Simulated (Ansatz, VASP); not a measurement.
**SrO in VASP and in Ansatz**

Contents of INCAR:

```
  ALGO = Normal
  EDIFF = 1E-7
  ENCUT = 520
  GGA = PE
  ISIF = 2
  ISMEAR = 0
  LASPH = T
  LCHARG = F
  LREAL = F
  LWAVE = F
  NBANDS = 15
  NELM = 100
  PREC = Accurate
  SIGMA = 0.05
```

File KPOINTS:

```
k-points
0
Gamma
  8 8 8
```

File POSCAR:

```
SrO
1.0
    0.0064934794      2.5973917585      2.5973917585
    2.5973917585      0.0064934794      2.5973917585
    2.6038852379      2.6038852379      0.0000000000
Sr O
1 1
Direct
    0.0000000000      0.0000000000      0.0000000000
    0.5000000000      0.5000000000      0.5000000000
```

Input for Ansatz:

```yaml
crystal:
  lattice:
    - [0.0064934794, 2.5973917585, 2.5973917585]
    - [2.5973917585, 0.0064934794, 2.5973917585]
    - [2.6038852379, 2.6038852379, 0.0]
  atoms:
    - { symbol: Sr, position: [0.0, 0.0, 0.0] }
    - { symbol: O, position: [0.5, 0.5, 0.5] }
basis:
  ecutwfc: 420
kpoints:
  mp_grid: { grid: [8, 8, 8] }
hamiltonian:
  xc: pbe
scf:
  occupations: { method: gaussian, width: 0.05 }
output:
  forces: true
  stress: true
  eigenvalues: true
```

Change from the starting cell: strain +0.0050 x Voigt [0, 0, 0, 0, 0, 1], atoms carried along.

Alike in both runs: task single point; functional PBE; k mesh 8 × 8 × 8; occupations gaussian, width 0.05 eV; no spin polarisation.

|  | VASP | Ansatz |
| --- | --- | --- |
| version | VASP 6.6.1 | Ansatz 0.2.0 |
| potentials or method | VASP PAW PBE potentials, release 64 (Sr_sv, O), cutoff 520 eV | scalar-relativistic, plane waves, PAW |
| valence electrons in the cell | 16 | 16 |

|  | VASP | Ansatz | Ansatz less VASP |
| --- | --- | --- | --- |
| gap on the k mesh at the Fermi level (eV) | 3.27 | 3.32 | +0.046 |
| least direct gap on the mesh (eV) | 3.38 | 3.42 | +0.036 |
| pressure (GPa) | 0.5 | 0.0 | -0.51 |
| traceless stress, the component that is largest in VASP (GPa) | -0.27 | -0.27 | 0.000 |

The functional is the same, so the differences come from potentials, cutoffs and numerics.
